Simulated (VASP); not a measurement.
Wanted: the native input for a VASP 6.6.1 run.

| Property | Result |
| --- | --- |
| Task | relaxation of cell and atoms |
| Functional | PBEsol |
| Potentials or basis | VASP PAW PBE potentials, release 64 (Ca_sv, H, Pd) |
| Cutoff | 600 eV |
| k mesh | 7 × 7 × 7 |
| Occupations | fermi-dirac, width 0.05 eV |
| Spin | no spin polarisation |
| Target pressure | 4 GPa |
| Dipole correction | no |
| Further INCAR settings | ALGO = Normal; EDIFF = 1e-06; IBRION = 2; EDIFFG = -0.01; NSW = 80; ISIF = 3 |

The structure of CaH3Pd lies in POSCAR:

```
CaH3Pd
1.0
    3.7067160000      0.0000000000      0.0000000000
    0.0000000000      3.7067160000      0.0000000000
    0.0000000000      0.0000000000      3.7067160000
Ca H Pd
1 3 1
Direct
    0.5000000000      0.5000000000      0.5000000000
    0.5000000000      0.0000000000      0.0000000000
    0.0000000000      0.5000000000      0.0000000000
    0.0000000000      0.0000000000      0.5000000000
    0.0000000000      0.0000000000      0.0000000000
```

These files were run (other wordings do the same):

INCAR

```
ALGO = Normal ; EDIFF = 1E-6
EDIFFG = -0.01 ; ENCUT = 600
GGA = PS ; IBRION = 2
ISIF = 3 ; ISMEAR = -1
LASPH = T ; LCHARG = F
LREAL = F ; LWAVE = F
NELM = 80 ; NSW = 80
PREC = Accurate ; PSTRESS = 40.0
SIGMA = 0.05
```

KPOINTS

```
k-points
0
Gamma
  7 7 7
```

Potentials or basis: VASP PAW PBE potentials, release 64 (Ca_sv, H, Pd).

Run with:

```bash
$ cat potpaw_PBE.64/Ca_sv/POTCAR potpaw_PBE.64/H/POTCAR potpaw_PBE.64/Pd/POTCAR > POTCAR
$ mpirun -np 1 vasp_std > vasp.out
```

Results of the run:

| Quantity | Value |
| --- | --- |
| Relaxed volume | 9.58 Å³/atom |
| Relaxed cell | a = 3.632 Å, b = 3.632 Å, c = 3.632 Å, α = 90.00°, β = 90.00°, γ = 90.00° |
| Space group after relaxing (to 0.05 Å) | Pm-3m (No. 221) |
| Energy change on relaxing (the enthalpy is what falls) | +2.5 meV/atom |
| Ionic steps | 3 |
| Pressure after relaxing | 4.0 GPa |

Caveat: the cell is relaxed towards a set pressure, so the enthalpy falls and the energy may rise; the PAW data sets were made with another functional, which shifts forces and pressure a little.

It took 25 s on 1 thread of Intel(R) Xeon(R) 6975P-C (Granite Rapids), on a shared host, peak memory 0.18 GiB.
